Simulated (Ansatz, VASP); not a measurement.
# Two plane-wave programs on Ag

File INCAR:

```
PREC     = Accurate       # precision mode
ENCUT    = 520            # plane-wave cutoff, eV
EDIFF    = 1E-7           # SCF threshold, eV
ISMEAR   = -1             # smearing method
SIGMA    = 0.1            # smearing width, eV
LREAL    = False          # projectors in reciprocal space
LASPH    = True           # aspherical terms in the spheres
NELM     = 100            # most SCF steps
ALGO     = Normal         # electronic algorithm
ISIF     = 2              # what is computed and relaxed
LWAVE    = False          # write WAVECAR
LCHARG   = False          # write CHGCAR
GGA      = B5             # functional
ALDAX    = 1.0          
AGGAX    = 1.0          
AGGAC    = 1.0          
ALDAC    = 0.0          
NBANDS   = 12             # bands
```

The input KPOINTS:

```
regular mesh
0
Gamma
  15 15 15
```

Contents of POSCAR:

```
Ag
1.0
   -1.7396935955      1.7396935955      1.7396935955
    1.7396935955     -1.7396935955      1.7396935955
    1.7396935955      1.7396935955     -1.7396935955
Ag
1
Direct
    0.0000000000      0.0000000000      0.0000000000
```

Input for Ansatz:

```yaml
crystal:
  lattice:
    - [-1.7396935955, 1.7396935955, 1.7396935955]
    - [1.7396935955, -1.7396935955, 1.7396935955]
    - [1.7396935955, 1.7396935955, -1.7396935955]
  atoms:
    - { symbol: Ag, position: [0.0, 0.0, 0.0] }
hamiltonian:
  xc: blyp
  pseudopotentials:
    kind: paw
    azcp:
      Ag: "pseudopotentials/Ag.paw.azcp"
basis:
  ecutwfc: 420
  fft_grid_basis: typed
kpoints:
  mp_grid: { grid: [15, 15, 15], shift: [0, 0, 0] }
magnetization:
  spin_polarized: false
scf:
  occupations: { method: fermi_dirac, width: 0.1 }
  lower_state_search: "off"
output:
  stress: true
```

Alike in both runs: task single point; functional BLYP; k mesh 15 × 15 × 15; occupations fermi-dirac, width 0.1 eV; no spin polarisation.

```csv
,VASP,Ansatz
version,VASP 6.6.1,Ansatz 0.2.0
potentials or method,"VASP PAW PBE potentials, release 64 (Ag), cutoff 520 eV","plane waves (420 eV) with PAW, scalar-relativistic"
valence electrons in the cell,11,19
```

VASP gave:

| Item | Value |
| --- | --- |
| pressure (GPa) | -4.2 |

Which values does Ansatz return?

Pressure (GPa): -4.3.

VASP's potentials were made for PBE, not for BLYP. The functional is the same, so the differences come from potentials, cutoffs and numerics. VASP's potentials hold 11 valence electrons a cell and Ansatz's 19, so a difference there can come from the potentials and not from the codes.
